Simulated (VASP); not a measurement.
Write the native input for VASP 6.6.1 that does the following.

```yaml
Task: single point
Functional: PBE
Potentials_or_basis: VASP PAW PBE potentials, release 64 (Ru_pv)
Cutoff: 520 eV
k_mesh: 20 × 20 × 20
Occupations: gaussian, width 0.15 eV
Spin: no spin polarisation
Dipole_correction: no
Further_INCAR_settings: ALGO = Normal; EDIFF = 1e-07; NBANDS = 13
```

The structure of Ru lies in POSCAR:

```
Ru
1.0
    0.0333389707      1.8264993227      1.8264993227
    1.8264993227      0.0333389707      1.8264993227
    1.8264993227      1.8264993227      0.0333389707
Ru
1
Direct
    0.0000000000      0.0000000000      0.0000000000
```

One way to write it, as run:

INCAR

```
  PREC = Accurate
  ENCUT = 520
  EDIFF = 1E-7
  ISMEAR = 0
  SIGMA = 0.15
  LREAL = False
  LASPH = True
  NELM = 80
  ALGO = Normal
  ISIF = 2
  LWAVE = False
  LCHARG = True
  GGA = PE
  LELF = True
  LVHAR = True
  NBANDS = 13
```

KPOINTS

```
regular mesh
0
Gamma
  20 20 20
```

Potentials or basis: VASP PAW PBE potentials, release 64 (Ru_pv).

Launch:

```sh
$ cat potpaw_PBE.64/Ru_pv/POTCAR > POTCAR
$ mpirun -np 1 vasp_std > vasp.out
```

It gave:

```json
{
 "Pressure": "69.2 GPa",
 "Band gap on the k mesh": "zero (band 7 reaches 18.21 eV, above the bottom of band 8 at 13.85 eV)"
}
```

Wall time 110 s on 1 thread of Intel(R) Xeon(R) Platinum 8259CL CPU @ 2.50GHz (Skylake/Cascade Lake), on a shared host, peak memory 0.22 GiB.
